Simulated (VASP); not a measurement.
Input of a VASP 6.6.1 run:

The input INCAR:

```
SYSTEM = Nb3Sn
PREC = Accurate
ENCUT = 600
EDIFF = 1E-7
ISMEAR = -1
SIGMA = 0.05
LREAL = .False.
LASPH = .True.
NELM = 100
ALGO = Normal
ISIF = 3
LWAVE = .False.
LCHARG = .False.
IBRION = 2
NSW = 80
EDIFFG = -0.03
```

The input KPOINTS:

```
Automatic mesh
0
Gamma
  5 5 5
  0 0 0
```

The input POSCAR:

```
Nb3Sn
1.0
    5.2821000000      0.0000000000      0.0000000000
    0.0000000000      5.2821000000      0.0000000000
    0.0000000000      0.0000000000      5.2821000000
Nb Sn
6 2
Direct
    0.2500000000      0.0000000000      0.5000000000
    0.5000000000      0.7500000000      0.0000000000
    0.7500000000      0.0000000000      0.5000000000
    0.5000000000      0.2500000000      0.0000000000
    0.0000000000      0.5000000000      0.7500000000
    0.0000000000      0.5000000000      0.2500000000
    0.0000000000      0.0000000000      0.0000000000
    0.5000000000      0.5000000000      0.5000000000
```

Potentials or basis: VASP PAW LDA potentials, release 64 (Nb_sv, Sn_d).

Command:

```console
$ cat potpaw_LDA.64/Nb_sv/POTCAR potpaw_LDA.64/Sn_d/POTCAR > POTCAR
$ mpirun -np 1 vasp_std > vasp.out
```

Problem. Predict the relaxed cell.

Solution. a = 5.224 Å, b = 5.224 Å, c = 5.224 Å, α = 90.00°, β = 90.00°, γ = 90.00°.

Problem. Estimate the band gap on the k mesh.

Solution. Zero (bands 53 and 54 overlap by 0.12 eV).

Problem. Predict the space group after relaxing (to 0.1 Å).

Solution. Pm-3n (No. 223).

Problem. Predict the relaxed volume.

Solution. 17.83 Å³/atom.

The path:
| step | energy change (eV) | largest force (eV/Å) | pressure (GPa) | volume (Å³) |
| --- | --- | --- | --- | --- |
| 1 | 0.0000 | 0.0000 | -5.85 | 147.37 |
| 2 | 0.2803 | 0.0000 | 14.01 | 133.49 |
| 3 | -0.0916 | 0.0000 | -0.14 | 142.60 |

Caveat: spin-orbit coupling is left out, which moves the levels of the heavy elements. LDA usually gives volumes a few per cent too small.
